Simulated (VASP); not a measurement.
# In2O3 (R-3c) in VASP: further runs

In2O3 is run at these levels: r2SCAN; tasks: single point.

All numbers are computed with VASP 6.6.1; they aren't measurements. Logs are shortened: lines on timing, memory, paths and dates and some standing lists are left out, and cuts for length are marked.

### Step 1. The cell of the first run

The structure is trigonal, space group R-3c (No. 167). Conventional cell: a = 5.549 Å, b = 5.549 Å, c = 14.773 Å, α = 90.00°, β = 90.00°, γ = 120.00°. Within 2.8 Å of In (site symmetry 3) lie 6 O at 2.15 to 2.28 Å. O (site symmetry 2) has 4 In at 2.15 to 2.28 Å within 2.8 Å.

### Step 2. Single point, r2SCAN (volume scaled by 1.03, then relaxed in part)

The input, POSCAR:

```
In2O3
1.0
    2.7747225912      1.6019868350      4.9244055079
   -2.7747225912      1.6019868350      4.9244055079
    0.0000000000     -3.2039736699      4.9244055079
In O
4 6
Direct
    0.3564213615      0.3564213615      0.3564213615
    0.1435786385      0.1435786385      0.1435786385
    0.6435786385      0.6435786385      0.6435786385
    0.8564213615      0.8564213615      0.8564213615
    0.5469954263      0.9530045737      0.2500000000
    0.2500000000      0.5469954263      0.9530045737
    0.9530045737      0.2500000000      0.5469954263
    0.4530045737      0.0469954263      0.7500000000
    0.7500000000      0.4530045737      0.0469954263
    0.0469954263      0.7500000000      0.4530045737
```

The input, INCAR.step1:

```
SYSTEM = In2O3
PREC = Accurate
ENCUT = 520
ISMEAR = 0
SIGMA = 0.02
LREAL = .False.
LASPH = .True.
NELM = 100
NBANDS = 55
GGA = PE
ALGO = Normal
EDIFF = 1E-4
LWAVE = .True.
LCHARG = .False.
```

The input, INCAR.step2:

```
SYSTEM = In2O3
PREC = Accurate
ENCUT = 520
EDIFF = 1E-6
ISMEAR = 0
SIGMA = 0.02
LREAL = .False.
LASPH = .True.
NELM = 100
ALGO = Normal
ISIF = 2
LWAVE = .False.
LCHARG = .False.
METAGGA = R2SCAN
LMIXTAU = .True.
NBANDS = 55
ISTART = 1
```

The input, KPOINTS:

```
regular mesh
0
Gamma
  6 6 6
  0 0 0
```

Potentials or basis: VASP PAW PBE potentials, release 64 (In_d, O).

The run is started by

```bash
cat potpaw_PBE.64/In_d/POTCAR potpaw_PBE.64/O/POTCAR > POTCAR
cp INCAR.step1 INCAR
mpirun -np 1 vasp_std > vasp.out
cp INCAR.step2 INCAR
mpirun -np 1 vasp_std > vasp.out
```

OUTCAR:

```text
SYSTEM = In2O3
   PREC = Accurate
   ENCUT = 520
   EDIFF = 1E-6
   ISMEAR = 0
   LREAL = .False.
   LASPH = .True.
   NELM = 100
   ISIF = 2
   METAGGA = R2SCAN
   ISTART = 1

 ion  position               nearest neighbor table
   1  0.356  0.356  0.356-  10 2.15   8 2.15   9 2.15   6 2.28   5 2.28   7 2.28   2 3.14   3 3.28
                             3 3.28   3 3.28   2 3.67   2 3.67   2 3.67
   2  0.144  0.144  0.144-   9 2.15   8 2.15  10 2.15   7 2.28   5 2.28   6 2.28   1 3.14   4 3.28
                             4 3.28   4 3.28   1 3.67   1 3.67   1 3.67
   3  0.644  0.644  0.644-   7 2.15   5 2.15   6 2.15   9 2.28   8 2.28  10 2.28   4 3.14   1 3.28
                             1 3.28   1 3.28   4 3.67   4 3.67   4 3.67
   4  0.856  0.856  0.856-   6 2.15   5 2.15   7 2.15  10 2.28   8 2.28   9 2.28   3 3.14   2 3.28
                             2 3.28   2 3.28   3 3.67   3 3.67   3 3.67
   5  0.547  0.953  0.250-   3 2.15   4 2.15   1 2.28   2 2.28
   6  0.250  0.547  0.953-   4 2.15   3 2.15   1 2.28   2 2.28
   7  0.953  0.250  0.547-   3 2.15   4 2.15   2 2.28   1 2.28
   8  0.453  0.047  0.750-   1 2.15   2 2.15   3 2.28   4 2.28
   9  0.750  0.453  0.047-   2 2.15   1 2.15   3 2.28   4 2.28
  10  0.047  0.750  0.453-   1 2.15   2 2.15   4 2.28   3 2.28

  LATTYP: Found a trigonal (rhomboedric) cell.
 ALAT       =     5.8749652666
 COS(alpha) =     0.5538729782

  Lattice vectors:

 A1 = (   2.7747225912,   1.6019868350,   4.9244055079)
 A2 = (  -2.7747225912,   1.6019868350,   4.9244055079)
 A3 = (   0.0000000000,  -3.2039736699,   4.9244055079)

Analysis of symmetry for initial positions (statically):
=====================================================================
 Subroutine PRICEL returns:
 Original cell was already a primitive cell.

 Routine SETGRP: Setting up the symmetry group for a
 trigonal (rhombohedral) supercell.

 Subroutine GETGRP returns: Found 12 space group operations
 (whereof  6 operations were pure point group operations)
 out of a pool of 12 trial point group operations.

The static configuration has the point symmetry S_6 .
 The point group associated with its full space group is D_3d.

Analysis of symmetry for dynamics (positions and initial velocities):
=====================================================================
 Subroutine PRICEL returns:
 Original cell was already a primitive cell.

 Routine SETGRP: Setting up the symmetry group for a
 trigonal (rhombohedral) supercell.

 Subroutine GETGRP returns: Found 12 space group operations
 (whereof  6 operations were pure point group operations)
 out of a pool of 12 trial point group operations.

The dynamic configuration has the point symmetry S_6 .
 The point group associated with its full space group is D_3d.

 Subroutine INISYM returns: Found 12 space group operations
 (whereof  6 operations are pure point group operations),
 and found     1 'primitive' translations

----------------------------------------------------------------------------------------

                                     Primitive cell

  volume of cell :     131.3359

  direct lattice vectors                    reciprocal lattice vectors
     2.774722591  1.601986835  4.924405508     0.180198194  0.104037476  0.067690066
    -2.774722591  1.601986835  4.924405508    -0.180198194  0.104037476  0.067690066
     0.000000000 -3.203973670  4.924405508     0.000000000 -0.208074952  0.067690066

  length of vectors
     5.874965267  5.874965267  5.874965267     0.218808433  0.218808433  0.218808433

  position of ions in fractional coordinates (direct lattice)
     0.356421361  0.356421361  0.356421361
     0.143578639  0.143578639  0.143578639
     0.643578639  0.643578639  0.643578639
     0.856421361  0.856421361  0.856421361
     0.546995426  0.953004574  0.250000000
     0.250000000  0.546995426  0.953004574
     0.953004574  0.250000000  0.546995426
     0.453004574  0.046995426  0.750000000
     0.750000000  0.453004574  0.046995426
     0.046995426  0.750000000  0.453004574

  ion indices of the primitive-cell ions
   primitive index   ion index
                 1           1
                 2           2
                 3           3
                 4           4
                 5           5
                 6           6
                 7           7
                 8           8
                 9           9
                10          10

----------------------------------------------------------------------------------------

 KPOINTS: regular mesh

Automatic generation of k-mesh.
 Grid dimensions read from file:
 generate k-points for:    6    6    6

 Generating k-lattice:

  Cartesian coordinates                     Fractional coordinates (reciprocal lattice)
     0.030033032  0.017339579  0.011281678     0.166666667 -0.000000000 -0.000000000
    -0.030033032  0.017339579  0.011281678    -0.000000000  0.166666667 -0.000000000
     0.000000000 -0.034679159  0.011281678     0.000000000  0.000000000  0.166666667

  Length of vectors
     0.036468072  0.036468072  0.036468072

  Shift w.r.t. Gamma in fractional coordinates (k-lattice)
     0.000000000  0.000000000  0.000000000

 Subroutine IBZKPT returns following result:
 ===========================================

 Found     32 irreducible k-points:

 Following reciprocal coordinates:
            Coordinates               Weight
  0.000000  0.000000  0.000000      1.000000
  0.166667  0.000000  0.000000      6.000000
  0.333333 -0.000000 -0.000000      6.000000
  0.500000 -0.000000 -0.000000      3.000000
  0.166667  0.166667 -0.000000      6.000000
  0.333333  0.166667 -0.000000     12.000000
[... 16 lines left out ...]
  0.500000  0.500000  0.166667      6.000000
 -0.333333  0.500000  0.166667     12.000000
 [... further k-points ...]
   k-points           NKPTS =     32   k-points in BZ     NKDIM =     32   number of bands    NBANDS=     55
   number of dos      NEDOS =    301   number of ions     NIONS =     10
   total plane-waves  NPLWV = 110592
   dimension x,y,z NGX =    48 NGY =   48 NGZ =   48
   dimension x,y,z NGXF=    96 NGYF=   96 NGZF=   96
   ions per type =               4   6
   NGX,Y,Z   is equivalent  to a cutoff of  13.58, 13.58, 13.58 a.u.
   NGXF,Y,Z  is equivalent  to a cutoff of  27.17, 27.17, 27.17 a.u.
 SYSTEM =  In2O3
   PREC   = accura    normal or accurate (medium, high low for compatibility)
   ISTART =      1    job   : 0-new  1-cont  2-samecut
   ICHARG =      0    charge: 1-file 2-atom 10-const
   ISPIN  =      1    spin polarized calculation?
   LNONCOLLINEAR =      F non collinear calculations
   LSORBIT =      F    spin-orbit coupling
   LASPH  =      T    aspherical Exc in radial PAW
   ENCUT  =  520.0 eV  38.22 Ry    6.18 a.u.  10.92 10.92 10.92*2*pi/ulx,y,z
   NELM   =    100;   NELMIN=  2; NELMDL=  0     # of ELM steps
   EDIFF  = 0.1E-05   stopping-criterion for ELM
   LREAL  =      F    real-space projection
   EDIFFG = 0.1E-04   stopping-criterion for IOM
   NSW    =      0    number of steps for IOM
   IBRION =     -1    ionic relax: 0-MD 1-quasi-New 2-CG
   NFREE  =      0    steps in history (QN), initial steepest desc. (CG)
   ISIF   =      2    stress and relaxation
   ISYM   =      2    0-nonsym 1-usesym 2-fastsym
   POTIM  = 0.5000    time-step for ionic-motion
   TEBEG  =    0.0;   TEEND  =   0.0 temperature during run
   PSTRESS=    0.0 pullay stress
   NELECT =      88.0000    total number of electrons
   NUPDOWN=      -1.0000    fix difference up-down
   EMIN   =  10.00;   EMAX   =-10.00  energy-range for DOS
   EFERMI =   0.00;   METHOD = LEGACY
   ISMEAR =     0;   SIGMA  =   0.02  broadening in eV -4-tet -1-fermi 0-gaus
   EFERMI_NEDOS =   21; number of points for ismear=-14 and -15
   IALGO  =     38    algorithm
   IMIX   =      4    mixing-type and parameters
     AMIX     =   0.40;   BMIX     =  1.00
     AMIX_MAG =   1.60;   BMIX_MAG =  1.00
  volume/ion in A,a.u.               =      13.13        88.63
  Fermi-wavevector in a.u.,A,eV,Ry     =   1.432544  2.707115 27.921622  2.052181
  Thomas-Fermi vector in A             =   2.552160
   LORBIT       =      0    0 simple, 1 ext, 2 COOP (PROOUT), +10 PAW based schemes
   METAGGA = R2SCAN    functional components
   LHFCALC =     F    Hartree Fock is set to
   AEXX    =    0.0000 exact exchange contribution
   IVDW    =     0    specifies the selected vdW correction
   LEPSILON=     F    determine dielectric tensor
   LRPA    =     F    only Hartree local field effects (RPA)
 non-spin polarized calculation
 Gauss-broadening in eV      SIGMA  =   0.02
  energy-cutoff  :      520.00
  volume of cell :      131.34
 maximum number of plane-waves:      3562
 NGX is ok and might be reduce to    48
   NGX = 21   NGY = 21   NGZ = 21

 number of electron      88.0000007 magnetization

 Free energy of the ion-electron system (eV)
  ---------------------------------------------------
  ext. energy  EPLUGINS =         0.00000000
  ---------------------------------------------------
  free energy    TOTEN  =      -144.43093690 eV

  energy without entropy =     -144.43093690  energy(sigma->0) =     -144.43093690

 E-fermi :   4.8592     XC(G=0): -11.7043

 val. band max:        4.7712629923   @ k =  -0.1667   0.1667   0.0000
 cond. band min:       6.3848415420   @ k =   0.0000   0.0000   0.0000
 fundamental gap:      1.6135785497
 Fermi energy:         4.8591728109

 k-point     1 :       0.0000    0.0000    0.0000
  band No.  band energies     occupation
      1     -13.5481      2.00000
      2     -12.7430      2.00000
      3     -12.7430      2.00000
      4     -12.5560      2.00000
      5     -12.5560      2.00000
      6     -12.4915      2.00000
[... 47 lines left out ...]
     54      15.2534      0.00000
     55      15.7305      0.00000

 k-point     2 :       0.1667    0.0000    0.0000
  band No.  band energies     occupation
      1     -13.4792      2.00000
      2     -12.7351      2.00000
      3     -12.7299      2.00000
      4     -12.6215      2.00000
      5     -12.5708      2.00000
      6     -12.5092      2.00000
[... 47 lines left out ...]
     54      15.8494      0.00000
     55      15.9036      0.00000
[... 1216 lines left out ...]
     54      16.2663      0.00000
     55      16.7775      0.00000

 k-point    24 :      -0.3333    0.5000    0.1667
  band No.  band energies     occupation
      1     -13.0927      2.00000
      2     -12.9605      2.00000
      3     -12.7573      2.00000
      4     -12.6986      2.00000
      5     -12.6008      2.00000
      6     -12.5178      2.00000
[... 47 lines left out ...]
     54      15.9737      0.00000
     55      16.6459      0.00000

 [... further k-points ...]
[... 5 lines left out ...]
  --------------------------------------------------------------------------------------
  -------------------------------------------------------------------------------------
  Total       -3.1255633     -3.1255633     -3.2421868     -0.0000000     -0.0000000     -0.0000000
  in kB      -38.1289903    -38.1289903    -39.5516902     -0.0000000     -0.0000000     -0.0000000
  external PRESSURE =     -38.6032236 kB  Pullay stress =       0.0000000 kB

 VOLUME and BASIS-vectors are now :
 -----------------------------------------------------------------------------
  energy-cutoff  :      520.00
  volume of cell :      131.34
      direct lattice vectors                 reciprocal lattice vectors
     2.774722591  1.601986835  4.924405508     0.180198194  0.104037476  0.067690066
    -2.774722591  1.601986835  4.924405508    -0.180198194  0.104037476  0.067690066
     0.000000000 -3.203973670  4.924405508     0.000000000 -0.208074952  0.067690066

 POSITION                                       TOTAL-FORCE (eV/Angst)
 -----------------------------------------------------------------------------------
      0.00000      0.00000      5.26549        -0.000000      0.000000      0.013947
      0.00000      0.00000      2.12112        -0.000000     -0.000000     -0.013947
      0.00000      0.00000      9.50773        -0.000000     -0.000000     -0.013947
      0.00000      0.00000     12.65210        -0.000000      0.000000      0.013947
     -1.12656      1.60199      8.61771         0.000266     -0.000000     -0.000000
     -0.82408     -1.77663      8.61771        -0.000133      0.000230     -0.000000
      1.95064      0.17464      8.61771        -0.000133     -0.000230     -0.000000
      1.12656     -1.60199      6.15551        -0.000266     -0.000000     -0.000000
      0.82408      1.77663      6.15551         0.000133     -0.000230     -0.000000
     -1.95064     -0.17464      6.15551         0.000133      0.000230     -0.000000
 -----------------------------------------------------------------------------------
    total drift:                                0.000000      0.000000     -0.000000

  FREE ENERGIE OF THE ION-ELECTRON SYSTEM (eV)
  ---------------------------------------------------
  free  energy   TOTEN  =      -144.4309368972 eV

  energy  without entropy=     -144.4309368972  energy(sigma->0) =     -144.43093690
```

Run time: 22 min. Hardware: 1 thread of Intel Xeon 6975P-C (Granite Rapids), shared host; peak memory 0.45 GiB.

Results:

| Property | Result |
| --- | --- |
| Free energy | -144.4309 eV |
| Pressure | -3.9 GPa |
| Largest force | 0.014 eV/Å |
| Band gap on the k mesh | 1.61 eV, indirect (least direct gap 1.66 eV) |

Forces in eV/Å, atoms in the order of the input:
```
In   0.000  0.000  0.014
In   0.000  0.000 -0.014
In   0.000  0.000 -0.014
In   0.000  0.000  0.014
O    0.000  0.000  0.000
O    0.000  0.000  0.000
O    0.000  0.000  0.000
O    0.000  0.000  0.000
O    0.000  0.000  0.000
O    0.000  0.000  0.000
```

Levels at points of the mesh, in eV from the valence-band top:
```csv
k point,band 41,band 42,band 43,band 44,band 45,band 46,band 47,band 48
"(0.00, 0.00, 0.00)",-0.25,-0.25,-0.05,-0.05,1.61,6.06,6.68,7.76
"(0.50, 0.00, 0.00)",-0.72,-0.72,-0.07,-0.07,5.31,5.31,6.32,6.32
"(0.50, 0.50, 0.00)",-0.53,-0.34,-0.09,-0.04,5.52,5.90,6.85,7.00
"(0.50, 0.50, 0.50)",-0.18,-0.18,-0.18,-0.18,4.75,4.75,7.59,7.59
```

Caveat: the PAW data sets were made with another functional, which shifts forces and pressure a little; spin-orbit coupling is left out, which moves the levels of the heavy elements. A k mesh can miss the band edges.

### Step 3. Single point, r2SCAN (volume scaled by 1.06, then relaxed in part)

The input, POSCAR:

```
In2O3
1.0
    2.7961055385      1.6143322853      4.9906196204
   -2.7961055385      1.6143322853      4.9906196204
    0.0000000000     -3.2286645707      4.9906196204
In O
4 6
Direct
    0.3558717341      0.3558717341      0.3558717341
    0.1441282659      0.1441282659      0.1441282659
    0.6441282659      0.6441282659      0.6441282659
    0.8558717341      0.8558717341      0.8558717341
    0.5473152682      0.9526847318      0.2500000000
    0.2500000000      0.5473152682      0.9526847318
    0.9526847318      0.2500000000      0.5473152682
    0.4526847318      0.0473152682      0.7500000000
    0.7500000000      0.4526847318      0.0473152682
    0.0473152682      0.7500000000      0.4526847318
```

The input, INCAR.step1:

```
PREC = Accurate
ENCUT = 520
ISMEAR = 0
SIGMA = 0.02
LREAL = False
LASPH = True
NELM = 80
NBANDS = 55
GGA = PE
ALGO = Normal
EDIFF = 1E-4
LWAVE = True
LCHARG = False
```

The input, INCAR.step2:

```
PREC = Accurate
ENCUT = 520
EDIFF = 1E-6
ISMEAR = 0
SIGMA = 0.02
LREAL = False
LASPH = True
NELM = 80
ALGO = Normal
ISIF = 2
LWAVE = False
LCHARG = False
METAGGA = R2SCAN
LMIXTAU = True
NBANDS = 55
ISTART = 1
```

The input, KPOINTS:

```
regular mesh
0
Gamma
  6 6 6
```

Potentials or basis: VASP PAW PBE potentials, release 64 (In_d, O).

The run is started by

```bash
cat potpaw_PBE.64/In_d/POTCAR potpaw_PBE.64/O/POTCAR > POTCAR
cp INCAR.step1 INCAR
mpirun -np 1 vasp_std > vasp.out
cp INCAR.step2 INCAR
mpirun -np 1 vasp_std > vasp.out
```

It took 22 min on 1 thread of Intel Xeon 6975P-C (Granite Rapids), shared host; peak memory 0.45 GiB.

The run converged. Its results:

| Item | Value |
| --- | --- |
| Free energy | -144.2924 eV |
| Pressure | -8.1 GPa |
| Largest force | 0.008 eV/Å |
| Band gap on the k mesh | 1.42 eV, indirect (least direct gap 1.48 eV) |

Forces on the atoms (eV/Å):
```
In   0.000  0.000  0.008
In   0.000  0.000 -0.008
In   0.000  0.000 -0.008
In   0.000  0.000  0.008
O   -0.007  0.000  0.000
O    0.004 -0.006  0.000
O    0.004  0.006  0.000
O    0.007  0.000  0.000
O   -0.004  0.006  0.000
O   -0.004 -0.006  0.000
```

Stress tensor (GPa, compression positive):
```
-8.03  0.00  0.00
 0.00 -8.03  0.00
 0.00  0.00 -8.18
```

Levels at points of the mesh, in eV from the valence-band top:
```
           k point  band 42  band 43  band 44  band 45  band 46  band 47
(0.00, 0.00, 0.00)    -0.24    -0.06    -0.06     1.42     5.92     6.40
(0.50, 0.00, 0.00)    -0.73    -0.07    -0.07     5.09     5.09     6.09
(0.50, 0.50, 0.00)    -0.35    -0.10    -0.04     5.27     5.69     6.59
(0.50, 0.50, 0.50)    -0.18    -0.18    -0.18     4.55     4.55     7.29
```

Caveat: the PAW data sets were made with another functional, which shifts forces and pressure a little; spin-orbit coupling is left out, which moves the levels of the heavy elements. A k mesh can miss the band edges.
